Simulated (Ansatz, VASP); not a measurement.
# One calculation of BaS, two programs

```xyz
2
Lattice="0.0000 3.2358 3.2358 3.2358 0.0000 3.2358 3.2358 3.2358 0.0000" Properties=species:S:1:pos:R:3 pbc="T T T"
Ba    0.0000    0.0000    0.0000
S     3.2358    3.2358    3.2358
```

Change from the starting cell: volume scaled by 1.04.

Alike in both runs: task single point; functional PBEsol; k mesh 8 × 8 × 8; occupations fermi-dirac, width 0.02 eV; no spin polarisation.

```csv
,VASP,Ansatz
version,VASP 6.6.1,Ansatz 0.2.0
potentials or method,"VASP PAW PBE potentials, release 64 (Ba_sv, S), cutoff 520 eV","all-electron LAPW, scalar-relativistic"
```

Ansatz gave:

| Item | Value |
| --- | --- |
| gap on the k mesh at the Fermi level (eV) | 2.14 |
| pressure (GPa) | -2.6 |

Q: Estimate VASP's values.

A: gap on the k mesh at the Fermi level (eV): 2.05; pressure (GPa): -2.1.

VASP's potentials were made for PBE, not for PBEsol. Ansatz ran all-electron here, and VASP with PAW potentials.

Neither program's run includes spin-orbit coupling.
